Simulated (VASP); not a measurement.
A run of VASP 6.6.1 is set up as follows.

POSCAR

```
TlCu3I4
1.0
    6.4021055639      0.0000000000      0.0000000000
    0.0000000000      6.4021055639      0.0000000000
    0.0000000000      0.0000000000      6.4021055639
Tl Cu I
1 3 4
Direct
    0.0000000000      0.0000000000      0.0000000000
    0.0000000000      0.5000000000      0.5000000000
    0.5000000000      0.0000000000      0.5000000000
    0.5000000000      0.5000000000      0.0000000000
    0.2847502097      0.2847502097      0.2847502097
    0.7152497903      0.7152497903      0.2847502097
    0.2847502097      0.7152497903      0.7152497903
    0.7152497903      0.2847502097      0.7152497903
```

File INCAR.step1:

```
PREC     = Accurate       # precision mode
ENCUT    = 520            # plane-wave cutoff, eV
ISMEAR   = -1             # smearing method
SIGMA    = 0.03           # smearing width, eV
LREAL    = F              # projectors in reciprocal space
LASPH    = T              # aspherical terms in the spheres
NELM     = 80             # most SCF steps
NBANDS   = 47             # bands
GGA      = PE             # functional
ALGO     = Normal         # electronic algorithm
EDIFF    = 1E-4           # SCF threshold, eV
LWAVE    = T              # write WAVECAR
LCHARG   = F              # write CHGCAR
```

File INCAR.step2:

```
PREC     = Accurate       # precision mode
ENCUT    = 520            # plane-wave cutoff, eV
EDIFF    = 1E-6           # SCF threshold, eV
ISMEAR   = -1             # smearing method
SIGMA    = 0.03           # smearing width, eV
LREAL    = F              # projectors in reciprocal space
LASPH    = T              # aspherical terms in the spheres
NELM     = 80             # most SCF steps
ALGO     = Normal         # electronic algorithm
ISIF     = 2              # what is computed and relaxed
LWAVE    = F              # write WAVECAR
LCHARG   = F              # write CHGCAR
METAGGA  = R2SCAN         # meta-GGA
LMIXTAU  = T            
LUSE_VDW = T            
IVDW_NL  = 2            
BPARAM   = 11.95        
CPARAM   = 0.0093       
NBANDS   = 47             # bands
ISTART   = 1
```

File KPOINTS:

```
Automatic mesh
0
Gamma
  4 4 4
```

Potentials or basis: VASP PAW PBE potentials, release 64 (Tl_d, Cu, I).

Run with:

```bash
$ cat potpaw_PBE.64/Tl_d/POTCAR potpaw_PBE.64/Cu/POTCAR potpaw_PBE.64/I/POTCAR > POTCAR
$ cp INCAR.step1 INCAR
$ mpirun -np 1 vasp_std > vasp.out
$ cp INCAR.step2 INCAR
$ mpirun -np 1 vasp_std > vasp.out
```

Task: What does it give for the pressure?

Result: 0.1 GPa.

Task: Predict the band gap on the k mesh.

Result: 1.52 eV (least direct gap 1.71 eV).

Forces on the atoms (eV/Å):
```
Tl   0.000  0.000  0.000
Cu   0.000  0.000  0.000
Cu   0.000  0.000  0.000
Cu   0.000  0.000  0.000
I   -0.002 -0.002 -0.002
I    0.002  0.002 -0.002
I   -0.002  0.002  0.002
I    0.002 -0.002  0.002
```

Caveat: the PAW data sets were made with another functional, which shifts forces and pressure a little; spin-orbit coupling is left out, which moves the levels of the heavy elements. A k mesh can miss the band edges.
